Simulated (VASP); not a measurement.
CuAu: single point with revPBE

CuAu:

```
Cu Au
1.0
     2.53717    0.00000    0.00000
     0.00000    2.53717    0.00000
     0.00000    0.00000    3.32550
Cu Au
1 1
Direct
  0.50000 0.50000 0.50000
  0.00000 0.00000 0.00000
```

| Quantity | Value |
| --- | --- |
| Program | VASP 6.6.1 |
| Task | single point |
| Functional | revPBE |
| Potentials or basis | VASP PAW PBE potentials, release 64 (Cu, Au) |
| Cutoff | 520 eV |
| k mesh | 6 × 6 × 4 |
| Occupations | gaussian, width 0.1 eV |
| Spin | no spin polarisation |

* Pressure: 122.9 GPa
* Band gap on the k mesh: zero (band 11 reaches 20.85 eV, above the bottom of band 12 at 11.50 eV)

Stress tensor (GPa, compression positive):
```
127.25   0.00   0.00
  0.00 127.25   0.00
  0.00   0.00 114.15
```

Levels at points of the mesh, in eV from the Fermi level:
```tsv
k point	band 9	band 10	band 11	band 12	band 13	band 14
(0.00, 0.00, 0.00)	-2.19	-1.81	-1.81	1.59	11.18	11.18
(0.50, 0.00, 0.00)	-3.61	-3.28	-1.19	0.47	10.46	11.29
(0.50, 0.50, 0.00)	-1.68	-1.56	-0.24	-0.24	7.56	9.77
(0.00, 0.00, 0.50)	-3.48	-3.48	-3.39	-2.88	15.32	15.94
(0.50, 0.00, 0.50)	-2.41	-2.22	-2.10	-1.91	4.43	6.50
(0.50, 0.50, 0.50)	-2.30	-1.55	6.47	6.47	6.52	7.81
```

Run time: 19 s on 1 thread of Intel(R) Xeon(R) Platinum 8488C (Sapphire Rapids), on a shared host, peak memory 0.14 GiB.

Caveat: the k points lie up to 0.47 Å⁻¹ apart; the PAW data sets were made with another functional, which shifts forces and pressure a little; spin-orbit coupling is left out, which moves the levels of the heavy elements.
